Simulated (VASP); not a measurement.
Hg: relaxation of cell and atoms with PBE+D3(BJ)

Crystal: Hg.

```
CELL_PARAMETERS angstrom
3.33750 0.00000 0.00000
-1.66875 2.89036 0.00000
0.00000 0.00000 10.58827
ATOMIC_POSITIONS crystal
Hg 0.00000 0.00000 0.00000
Hg 0.33333 0.66667 0.25000
Hg 0.00000 0.00000 0.50000
Hg 0.66667 0.33333 0.75000
```

* Program: VASP 6.6.1
* Task: relaxation of cell and atoms
* Functional: PBE
* Dispersion: D3(BJ)
* Potentials or basis: VASP PAW PBE potentials, release 64 (Hg)
* Cutoff: 600 eV
* k mesh: 15 × 15 × 4
* Occupations: gaussian, width 0.1 eV
* Spin: no spin polarisation
* Dipole correction: no
* Further INCAR settings: ALGO = Normal; EDIFF = 1e-07; IBRION = 2; EDIFFG = -0.005; NSW = 100; ISIF = 3

The relaxed volume is 25.86 Å³/atom, the relaxed cell is a = 3.351 Å, b = 3.351 Å, c = 10.636 Å, α = 90.00°, β = 90.00°, γ = 120.00° and the space group after relaxing (to 0.1 Å) is P6_3/mmc (No. 194). The energy gained by relaxing is 0.3 meV/atom and the ionic steps are 3. The pressure after relaxing is 0.0 GPa. The band gap on the k mesh is zero (bands 24 and 25 overlap by 0.98 eV) and the dispersion energy per atom is -0.405 eV.

The path:
```
step  energy change (eV)  largest force (eV/Å)  pressure (GPa)  volume (Å³)
   1              0.0000                0.0000            0.28       102.14
   2             -0.0008                0.0000            0.14       102.80
   3             -0.0011                0.0000            0.00       103.46
```

Final structure:
```xyz
4
Lattice="3.3514 0.0000 0.0000 -1.6757 2.9024 0.0000 0.0000 0.0000 10.6359" Properties=species:S:1:pos:R:3 pbc="T T T"
Hg    0.0000    0.0000    0.0000
Hg    0.0000    1.9349    2.6590
Hg    0.0000    0.0000    5.3180
Hg    1.6757    0.9675    7.9769
```

Levels at points of the mesh, in eV from the Fermi level:
```
           k point  band 21  band 22  band 23  band 24  band 25  band 26  band 27  band 28
(0.00, 0.00, 0.00)    -5.71    -5.48    -5.48    -1.21    -0.80     6.93     6.94    11.64
(0.00, 0.00, 0.50)    -5.58    -5.58    -3.93    -3.93     2.66     2.66    11.58    11.58
```

It took 4.6 min on 1 thread of Intel(R) Xeon(R) 6975P-C (Granite Rapids), on a shared host, peak memory 0.41 GiB.

Caveat: spin-orbit coupling is left out, which moves the levels of the heavy elements.
